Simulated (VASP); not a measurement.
# BaTiO3 (Barioperovskite) (Amm2) in VASP: notebook

BaTiO3 (Barioperovskite) is run at these levels: LDA+U; tasks: single point.

Program: VASP 6.6.1. These are calculated values, not measurements. Logs are shortened: lines on timing, memory, paths and dates and some standing lists are left out, and cuts for length are marked.

**1. The cell of the first run**

Symmetry: Amm2, No. 38, orthorhombic system. Conventional cell: a = 3.952 Å, b = 5.626 Å, c = 5.642 Å, α = 90.00°, β = 90.00°, γ = 90.00°. Within 3.6 Å of Ba (site symmetry mm2) lie 12 O at 2.75 to 2.89 Å and 8 Ti at 3.39 to 3.50 Å. Within 2.5 Å of Ti (site symmetry mm2) lie 6 O at 1.91 to 2.07 Å. Within 2.6 Å of O (site symmetry mm2) lie 2 Ti at 1.98 Å. Within 2.5 Å of O (site symmetry m) lie 2 Ti at 1.91 to 2.07 Å.

**2. Single point, LDA+U**

The input, INCAR:

```
PREC = Accurate
ENCUT = 520
EDIFF = 1E-6
ISMEAR = 0
SIGMA = 0.01
LREAL = False
LASPH = True
NELM = 150
ALGO = Normal
ISIF = 2
LWAVE = False
LCHARG = False
LMAXMIX = 4
LDAU = True
LDAUTYPE = 2
LDAUL = -1 2 -1
LDAUU = 0 2 0
LDAUJ = 0 0 0
LDAUPRINT = 1
GGA = CA
NBANDS = 28
```

The input, KPOINTS:

```
Automatic mesh
0
Gamma
  5 5 5
```

The input, POSCAR:

```
BaTiO3
1.0
    3.9520068199      0.0000000000      0.0000000000
    0.0000000000      2.8130593771      2.8212400460
    0.0000000000     -2.8130593771      2.8212400460
Ba Ti O
1 1 3
Direct
    0.0000000000      0.0000000000      0.0000000000
    0.5000000000      0.5124000000      0.5124000000
    0.0000000000      0.4874000000      0.4874000000
    0.5000000000      0.5052400000      0.9918400000
    0.5000000000      0.9918400000      0.5052400000
```

Potentials or basis: VASP PAW LDA potentials, release 64 (Ba_sv, Ti_sv, O).

On the command line:

```bash
cat potpaw_LDA.64/Ba_sv/POTCAR potpaw_LDA.64/Ti_sv/POTCAR potpaw_LDA.64/O/POTCAR > POTCAR
mpirun -np 1 vasp_std > vasp.out
```

OUTCAR:

```text
PREC = Accurate
   ENCUT = 520
   EDIFF = 1E-6
   ISMEAR = 0
   LREAL = False
   LASPH = True
   NELM = 150
   ISIF = 2
   GGA = CA

 ion  position               nearest neighbor table
   1  0.000  0.000  0.000-   3 2.75   4 2.79   5 2.79   4 2.79   5 2.79   3 2.81   3 2.81   4 2.82
                             5 2.82   5 2.82   4 2.82   3 2.89   2 3.39   2 3.39   2 3.44   2 3.44
   2  0.500  0.512  0.512-   4 1.91   5 1.91   3 1.98   3 1.98   5 2.07   4 2.07   1 3.39   1 3.39
                             1 3.44   1 3.44   1 3.44   1 3.44   1 3.50   1 3.50
   3  0.000  0.487  0.487-   2 1.98   2 1.98   1 2.75   1 2.81   1 2.81   1 2.89
   4  0.500  0.505  0.992-   2 1.91   2 2.07   1 2.79   1 2.79   1 2.82   1 2.82
   5  0.500  0.992  0.505-   2 1.91   2 2.07   1 2.79   1 2.79   1 2.82   1 2.82

  LATTYP: Found a base centered orthorhombic cell.
 ALAT       =     5.6261187542
 B/A-ratio  =     1.0029081039
 C/A-ratio  =     0.7024392823

  Lattice vectors:

 A1 = (   0.0000000000,   2.8130593771,  -2.8212400460)
 A2 = (   0.0000000000,   2.8130593771,   2.8212400460)
 A3 = (   3.9520068199,   0.0000000000,   0.0000000000)

Analysis of symmetry for initial positions (statically):
=====================================================================
 Subroutine PRICEL returns:
 Original cell was already a primitive cell.

 Routine SETGRP: Setting up the symmetry group for a
 base centered orthorhombic supercell.

 Subroutine GETGRP returns: Found  4 space group operations
 (whereof  4 operations were pure point group operations)
 out of a pool of  8 trial point group operations.

The static configuration has the point symmetry C_2v.

Analysis of symmetry for dynamics (positions and initial velocities):
=====================================================================
 Subroutine PRICEL returns:
 Original cell was already a primitive cell.

 Routine SETGRP: Setting up the symmetry group for a
 base centered orthorhombic supercell.

 Subroutine GETGRP returns: Found  4 space group operations
 (whereof  4 operations were pure point group operations)
 out of a pool of  8 trial point group operations.

The dynamic configuration has the point symmetry C_2v.

 Subroutine INISYM returns: Found  4 space group operations
 (whereof  4 operations are pure point group operations),
 and found     1 'primitive' translations

----------------------------------------------------------------------------------------

                                     Primitive cell

  volume of cell :      62.7287

  direct lattice vectors                    reciprocal lattice vectors
     3.952006820  0.000000000  0.000000000     0.253036001  0.000000000  0.000000000
     0.000000000  2.813059377  2.821240046     0.000000000  0.177742427  0.177227032
     0.000000000 -2.813059377  2.821240046     0.000000000 -0.177742427  0.177227032

  length of vectors
     3.952006820  3.984055529  3.984055529     0.253036001  0.251001576  0.251001576

  position of ions in fractional coordinates (direct lattice)
     0.000000000  0.000000000  0.000000000
     0.500000000  0.512400000  0.512400000
     0.000000000  0.487400000  0.487400000
     0.500000000  0.505240000  0.991840000
     0.500000000  0.991840000  0.505240000

  ion indices of the primitive-cell ions
   primitive index   ion index
                 1           1
                 2           2
                 3           3
                 4           4
                 5           5

----------------------------------------------------------------------------------------

 KPOINTS: Automatic mesh

Automatic generation of k-mesh.
 Grid dimensions read from file:
 generate k-points for:    5    5    5

 Generating k-lattice:

  Cartesian coordinates                     Fractional coordinates (reciprocal lattice)
     0.050607200  0.000000000  0.000000000     0.200000000  0.000000000  0.000000000
     0.000000000  0.035548485  0.035445406     0.000000000  0.200000000  0.000000000
     0.000000000 -0.035548485  0.035445406     0.000000000  0.000000000  0.200000000

  Length of vectors
     0.050607200  0.050200315  0.050200315

  Shift w.r.t. Gamma in fractional coordinates (k-lattice)
     0.000000000  0.000000000  0.000000000

 Subroutine IBZKPT returns following result:
 ===========================================

 Found     27 irreducible k-points:

 Following reciprocal coordinates:
            Coordinates               Weight
  0.000000  0.000000  0.000000      1.000000
  0.200000  0.000000  0.000000      2.000000
  0.400000  0.000000  0.000000      2.000000
  0.000000  0.200000 -0.000000      4.000000
  0.200000  0.200000 -0.000000      8.000000
  0.400000  0.200000 -0.000000      8.000000
[... 16 lines left out ...]
  0.200000  0.400000  0.400000      4.000000
  0.400000  0.400000  0.400000      4.000000
 [... further k-points ...]
   k-points           NKPTS =     27   k-points in BZ     NKDIM =     27   number of bands    NBANDS=     28
   number of dos      NEDOS =    301   number of ions     NIONS =      5
   total plane-waves  NPLWV =  27000
   dimension x,y,z NGX =    30 NGY =   30 NGZ =   30
   dimension x,y,z NGXF=    60 NGYF=   60 NGZF=   60
   ions per type =               1   1   3
   NGX,Y,Z   is equivalent  to a cutoff of  12.62, 12.52, 12.52 a.u.
   NGXF,Y,Z  is equivalent  to a cutoff of  25.24, 25.04, 25.04 a.u.
 SYSTEM =  unknown system
   PREC   = accura    normal or accurate (medium, high low for compatibility)
   ISTART =      0    job   : 0-new  1-cont  2-samecut
   ICHARG =      2    charge: 1-file 2-atom 10-const
   ISPIN  =      1    spin polarized calculation?
   LNONCOLLINEAR =      F non collinear calculations
   LSORBIT =      F    spin-orbit coupling
   LASPH  =      T    aspherical Exc in radial PAW
   ENCUT  =  520.0 eV  38.22 Ry    6.18 a.u.   7.35  7.41  7.41*2*pi/ulx,y,z
   NELM   =    150;   NELMIN=  2; NELMDL= -5     # of ELM steps
   EDIFF  = 0.1E-05   stopping-criterion for ELM
   LREAL  =      F    real-space projection
   EDIFFG = 0.1E-04   stopping-criterion for IOM
   NSW    =      0    number of steps for IOM
   IBRION =     -1    ionic relax: 0-MD 1-quasi-New 2-CG
   NFREE  =      0    steps in history (QN), initial steepest desc. (CG)
   ISIF   =      2    stress and relaxation
[... 20 lines left out ...]
   U (eV)           for each species LDAUU =   0.0  2.0  0.0
   J (eV)           for each species LDAUJ =   0.0  0.0  0.0
   GGA     = CA    functional components
   LHFCALC =     F    Hartree Fock is set to
   AEXX    =    0.0000 exact exchange contribution
   IVDW    =     0    specifies the selected vdW correction
   LEPSILON=     F    determine dielectric tensor
   LRPA    =     F    only Hartree local field effects (RPA)
 non-spin polarized calculation
 Gauss-broadening in eV      SIGMA  =   0.01
  energy-cutoff  :      520.00
  volume of cell :       62.73
 maximum number of plane-waves:      1743
 NGX is ok and might be reduce to    30
   NGX = 15   NGY = 15   NGZ = 15

atom =   2  type =  2  l = 2

 onsite density matrix

spin component  1

  0.1204  0.0000  0.0000  0.0000  0.0000
  0.0000  0.2511  0.0000  0.0000  0.0000
  0.0000  0.0000  0.1511  0.0000 -0.0544
  0.0000  0.0000  0.0000  0.1223  0.0000
  0.0000  0.0000 -0.0544  0.0000  0.2182

spin component  2

  0.1204  0.0000  0.0000  0.0000  0.0000
  0.0000  0.2511  0.0000  0.0000  0.0000
  0.0000  0.0000  0.1511  0.0000 -0.0544
  0.0000  0.0000  0.0000  0.1223  0.0000
  0.0000  0.0000 -0.0544  0.0000  0.2182

 occupancies and eigenvectors

  o =  0.1204  v =  1.0000  0.0000  0.0000  0.0000  0.0000  0.0000  0.0000  0.0000  0.0000  0.0000      0.0000  0.0000  0.0000  0.0000  0.0000  0.0000  0.0000  0.0000  0.0000  0.0000
  o =  0.1204  v =  0.0000  0.0000  0.0000  0.0000  0.0000  1.0000  0.0000  0.0000  0.0000  0.0000      0.0000  0.0000  0.0000  0.0000  0.0000  0.0000  0.0000  0.0000  0.0000  0.0000
  o =  0.1207  v =  0.0000  0.0000 -0.8732  0.0000 -0.4873  0.0000  0.0000  0.0000  0.0000  0.0000      0.0000  0.0000  0.0000  0.0000  0.0000  0.0000  0.0000  0.0000  0.0000  0.0000
  o =  0.1207  v =  0.0000  0.0000  0.0000  0.0000  0.0000  0.0000  0.0000 -0.8732  0.0000 -0.4873      0.0000  0.0000  0.0000  0.0000  0.0000  0.0000  0.0000  0.0000  0.0000  0.0000
  o =  0.1223  v =  0.0000  0.0000  0.0000  1.0000  0.0000  0.0000  0.0000  0.0000  0.0000  0.0000      0.0000  0.0000  0.0000  0.0000  0.0000  0.0000  0.0000  0.0000  0.0000  0.0000
  o =  0.1223  v =  0.0000  0.0000  0.0000  0.0000  0.0000  0.0000  0.0000  0.0000  1.0000  0.0000      0.0000  0.0000  0.0000  0.0000  0.0000  0.0000  0.0000  0.0000  0.0000  0.0000
  o =  0.2486  v =  0.0000  0.0000  0.0000  0.0000  0.0000  0.0000  0.0000 -0.4873  0.0000  0.8732      0.0000  0.0000  0.0000  0.0000  0.0000  0.0000  0.0000  0.0000  0.0000  0.0000
  o =  0.2486  v =  0.0000  0.0000 -0.4873  0.0000  0.8732  0.0000  0.0000  0.0000  0.0000  0.0000      0.0000  0.0000  0.0000  0.0000  0.0000  0.0000  0.0000  0.0000  0.0000  0.0000
  o =  0.2511  v =  0.0000  0.0000  0.0000  0.0000  0.0000  0.0000  1.0000  0.0000  0.0000  0.0000      0.0000  0.0000  0.0000  0.0000  0.0000  0.0000  0.0000  0.0000  0.0000  0.0000
  o =  0.2511  v =  0.0000  1.0000  0.0000  0.0000  0.0000  0.0000  0.0000  0.0000  0.0000  0.0000      0.0000  0.0000  0.0000  0.0000  0.0000  0.0000  0.0000  0.0000  0.0000  0.0000

 number of electron      39.9999998 magnetization

 Free energy of the ion-electron system (eV)
  ---------------------------------------------------
  ext. energy  EPLUGINS =         0.00000000
  ---------------------------------------------------
  free energy    TOTEN  =       -42.72827071 eV

  energy without entropy =      -42.72827071  energy(sigma->0) =      -42.72827071

 E-fermi :   3.6741     XC(G=0): -11.8485

 val. band max:        3.6280606326   @ k =   0.4000   0.4000   0.4000
 cond. band min:       5.7877931646   @ k =   0.0000   0.0000   0.0000
 fundamental gap:      2.1597325320
 Fermi energy:         3.6741394478

 k-point     1 :       0.0000    0.0000    0.0000
  band No.  band energies     occupation
      1     -52.4807      2.00000
      2     -29.1031      2.00000
      3     -29.1008      2.00000
      4     -29.0855      2.00000
      5     -20.8588      2.00000
      6     -12.8943      2.00000
[... 20 lines left out ...]
     27       8.7168      0.00000
     28      11.1510      0.00000

 k-point     2 :       0.2000    0.0000    0.0000
  band No.  band energies     occupation
      1     -52.4803      2.00000
      2     -29.1062      2.00000
      3     -29.1022      2.00000
      4     -29.0998      2.00000
      5     -20.8098      2.00000
      6     -12.9463      2.00000
[... 20 lines left out ...]
     27       9.4552      0.00000
     28      12.1084      0.00000

 k-point     3 :       0.4000    0.0000    0.0000
  band No.  band energies     occupation
      1     -52.4796      2.00000
      2     -29.1392      2.00000
      3     -29.1008      2.00000
      4     -29.0985      2.00000
      5     -20.7281      2.00000
      6     -13.1442      2.00000
[... 616 lines left out ...]
      3     -29.1461      2.00000
      4     -29.1013      2.00000
      5     -20.6236      2.00000
      6     -12.4789      2.00000
[... 20 lines left out ...]
     27      12.0433      0.00000
     28      12.3758      0.00000

 k-point    24 :       0.4000    0.4000    0.4000
  band No.  band energies     occupation
      1     -52.4775      2.00000
      2     -29.1462      2.00000
      3     -29.1443      2.00000
      4     -29.1332      2.00000
      5     -20.5763      2.00000
      6     -12.1451      2.00000
[... 20 lines left out ...]
     27      11.5809      0.00000
     28      11.6126      0.00000

 [... further k-points ...]

------------------------ aborting loop because EDIFF is reached ----------------------------------------

  FORCE on cell =-STRESS in cart. coord.  units (eV):
  Direction    XX          YY          ZZ          XY          YZ          ZX
  --------------------------------------------------------------------------------------
  -------------------------------------------------------------------------------------
  Total       -0.1467100     -0.0581858     -0.3324950      0.0000000      0.0000000      0.0000000
  in kB       -3.7471731     -1.4861451     -8.4923741      0.0000000      0.0000000      0.0000000
  external PRESSURE =      -4.5752307 kB  Pullay stress =       0.0000000 kB

 VOLUME and BASIS-vectors are now :
 -----------------------------------------------------------------------------
  energy-cutoff  :      520.00
  volume of cell :       62.73
      direct lattice vectors                 reciprocal lattice vectors
     3.952006820  0.000000000  0.000000000     0.253036001  0.000000000  0.000000000
     0.000000000  2.813059377  2.821240046     0.000000000  0.177742427  0.177227032
     0.000000000 -2.813059377  2.821240046     0.000000000 -0.177742427  0.177227032

 POSITION                                       TOTAL-FORCE (eV/Angst)
 -----------------------------------------------------------------------------------
      0.00000      0.00000      0.00000         0.000000     -0.000000      0.173900
      1.97600      0.00000      2.89121         0.000000     -0.000000     -0.230272
      0.00000      0.00000      2.75014         0.000000     -0.000000      0.221133
      1.97600     -1.36883      4.22362         0.000000     -0.190992     -0.082380
      1.97600      1.36883      4.22362         0.000000      0.190992     -0.082380
 -----------------------------------------------------------------------------------
    total drift:                                0.000000      0.000000      0.000351

  FREE ENERGIE OF THE ION-ELECTRON SYSTEM (eV)
  ---------------------------------------------------
  free  energy   TOTEN  =       -42.7282707090 eV

  energy  without entropy=      -42.7282707090  energy(sigma->0) =      -42.72827071
```

Run time: 25 s. Hardware: 1 thread of Intel Xeon 6975P-C (Granite Rapids), shared host; peak memory 0.17 GiB.

Results:

| Quantity | Value |
| --- | --- |
| Free energy | -42.7283 eV |
| Pressure | -0.5 GPa |
| Largest force | 0.230 eV/Å |
| Band gap on the k mesh | 2.16 eV, indirect (least direct gap 2.22 eV) |

Forces in eV/Å, atoms in the order of the input:
```
Ba   0.000  0.000  0.174
Ti   0.000  0.000 -0.230
O    0.000  0.000  0.221
O    0.000 -0.191 -0.082
O    0.000  0.191 -0.082
```

Eigenvalues of the final occupation matrices:
| site | spin | trace | eigenvalues |
| --- | --- | --- | --- |
| site 2 d | 1 | 0.86 | 0.12 0.12 0.12 0.25 0.25 |
| site 2 d | 2 | 0.86 | 0.12 0.12 0.12 0.25 0.25 |

Caveat: spin-orbit coupling is left out, which moves the levels of the heavy elements.

**3. Single point, LDA+U**

This run uses another cell than the first one, of 12.87 Å³/atom, 1.026 times its volume.

The input, INCAR:

```
SYSTEM = BaTiO3
PREC = Accurate ; ENCUT = 520
EDIFF = 1E-6 ; ISMEAR = 0
SIGMA = 0.01 ; LREAL = .FALSE.
LASPH = .TRUE. ; NELM = 150
ALGO = Normal ; ISIF = 2
LWAVE = .FALSE. ; LCHARG = .FALSE.
LMAXMIX = 4 ; LDAU = .TRUE.
LDAUTYPE = 2 ; LDAUL = -1 2 -1
LDAUU = 0 2 0 ; LDAUJ = 0 0 0
LDAUPRINT = 1 ; GGA = CA
NBANDS = 28
```

The input, KPOINTS:

```
Automatic mesh
0
G
  5 5 5
  0 0 0
```

Changes to POSCAR since step 2:

```diff
@@ -2,5 +2,5 @@
 1.0
-    3.9520068199      0.0000000000      0.0000000000
-    0.0000000000      2.8130593771      2.8212400460
-    0.0000000000     -2.8130593771      2.8212400460
+    3.9855000000      0.0000000000      0.0000000000
+    0.0000000000      2.8369000000      2.8451500000
+    0.0000000000     -2.8369000000      2.8451500000
 Ba Ti O
```

Potentials or basis: VASP PAW LDA potentials, release 64 (Ba_sv, Ti_sv, O).

On the command line:

```bash
cat potpaw_LDA.64/Ba_sv/POTCAR potpaw_LDA.64/Ti_sv/POTCAR potpaw_LDA.64/O/POTCAR > POTCAR
mpirun -np 1 vasp_std > vasp.out
```

Run time: 21 s. Hardware: 1 thread of Intel Xeon 6975P-C (Granite Rapids), shared host; peak memory 0.17 GiB.

Results (log left out):

```yaml
Free_energy: -42.7022 eV
Pressure: -4.9 GPa
Largest_force: 0.232 eV/Å
Band_gap_on_the_k_mesh: 2.10 eV, indirect (least direct gap 2.19 eV)
```

Forces in eV/Å, atoms in the order of the input:
```
Ba   0.000  0.000  0.169
Ti   0.000  0.000 -0.085
O    0.000  0.000  0.232
O    0.000 -0.091 -0.158
O    0.000  0.091 -0.158
```

Stress tensor (GPa, compression positive):
```
-4.87  0.00  0.00
 0.00 -4.65  0.00
 0.00  0.00 -5.31
```

Levels at points of the mesh, in eV from the valence-band top:
```csv
k point,band 17,band 18,band 19,band 20,band 21,band 22,band 23,band 24
"(0.00, 0.00, 0.00)",-0.99,-0.22,-0.13,-0.09,2.10,2.16,2.31,4.18
```

Eigenvalues of the final occupation matrices:
```
    site  spin  trace               eigenvalues
site 2 d     1   0.85  0.12 0.12 0.12 0.24 0.25
site 2 d     2   0.85  0.12 0.12 0.12 0.24 0.25
```

Caveat: spin-orbit coupling is left out, which moves the levels of the heavy elements. A k mesh can miss the band edges.

**4. Single point, LDA+U**

This run uses another cell than the first one, of 13.19 Å³/atom, 1.051 times its volume.

The input, INCAR:

```
ALGO = Normal
EDIFF = 1E-7
ENCUT = 520
ISIF = 2
ISMEAR = 0
LASPH = True
LCHARG = False
LDAU = True
LDAUJ = 0 0 0
LDAUL = -1 2 -1
LDAUPRINT = 1
LDAUTYPE = 2
LDAUU = 0 2 0
LMAXMIX = 4
LREAL = False
LWAVE = False
NBANDS = 28
NELM = 150
PREC = Accurate
SIGMA = 0.01
```

The input, KPOINTS:

```
k-points
0
Gamma
  5 5 5
```

Changes to POSCAR since step 3:

```diff
@@ -2,5 +2,5 @@
 1.0
-    3.9855000000      0.0000000000      0.0000000000
-    0.0000000000      2.8369000000      2.8451500000
-    0.0000000000     -2.8369000000      2.8451500000
+    4.0184395103      0.0000000000      0.0000000000
+    0.0000000000      2.8603465178      2.8686647027
+    0.0000000000     -2.8603465178      2.8686647027
 Ba Ti O
```

On the command line:

```bash
cat potpaw_LDA.64/Ba_sv/POTCAR potpaw_LDA.64/Ti_sv/POTCAR potpaw_LDA.64/O/POTCAR > POTCAR
mpirun -np 1 vasp_std > vasp.out
```

It took 21 s on 1 thread of Intel Xeon 6975P-C (Granite Rapids), shared host; peak memory 0.18 GiB.

It converged, with:

| Quantity | Value |
| --- | --- |
| Free energy | -42.6340 eV |
| Pressure | -8.9 GPa |
| Largest force | 0.242 eV/Å |
| Band gap on the k mesh | 2.05 eV, indirect (least direct gap 2.16 eV) |

Forces in eV/Å, atoms in the order of the input:
```
Ba   0.000  0.000  0.165
Ti   0.000  0.000  0.051
O    0.000  0.000  0.242
O    0.000  0.000 -0.228
O    0.000  0.000 -0.228
```

Stress tensor (GPa, compression positive):
```
-8.79  0.00  0.00
 0.00 -8.57  0.00
 0.00  0.00 -9.19
```

Levels at points of the mesh, in eV from the valence-band top:
| k point | band 16 | band 17 | band 18 | band 19 | band 20 | band 21 | band 22 | band 23 | band 24 | band 25 |
| --- | --- | --- | --- | --- | --- | --- | --- | --- | --- | --- |
| (0.00, 0.00, 0.00) | -1.00 | -0.95 | -0.24 | -0.16 | -0.11 | 2.05 | 2.10 | 2.24 | 4.01 | 4.06 |

Eigenvalues of the final occupation matrices:
```
    site  spin  trace               eigenvalues
site 2 d     1   0.83  0.12 0.12 0.12 0.24 0.24
site 2 d     2   0.83  0.12 0.12 0.12 0.24 0.24
```

Caveat: spin-orbit coupling is left out, which moves the levels of the heavy elements. A k mesh can miss the band edges.

**5. Summary**

| cell | gap on the mesh (eV) | pressure (GPa) | largest force (eV/Å) |
| --- | --- | --- | --- |
| a = 3.952, b = 3.984, c = 3.984 Å, angles 89.8, 90.0, 90.0°, 5 atoms | 2.16 | -0.5 | 0.23 |
| a = 3.986, b = 4.018, c = 4.018 Å, angles 89.8, 90.0, 90.0°, 5 atoms | 2.10 | -4.9 | 0.23 |
| a = 4.018, b = 4.051, c = 4.051 Å, angles 89.8, 90.0, 90.0°, 5 atoms | 2.05 | -8.9 | 0.24 |

Alike in all rows: task single point; level LDA+U; potentials or basis VASP PAW LDA potentials, release 64 (Ba_sv, Ti_sv, O); no spin polarisation; Ti d U = 2.0 eV; k mesh 5 × 5 × 5; cutoff (eV) 520; smearing gaussian 0.01 eV.

Caveats: spin-orbit coupling is left out, which moves the levels of the heavy elements.

Absolute energies hang on the potentials; compare differences alone.
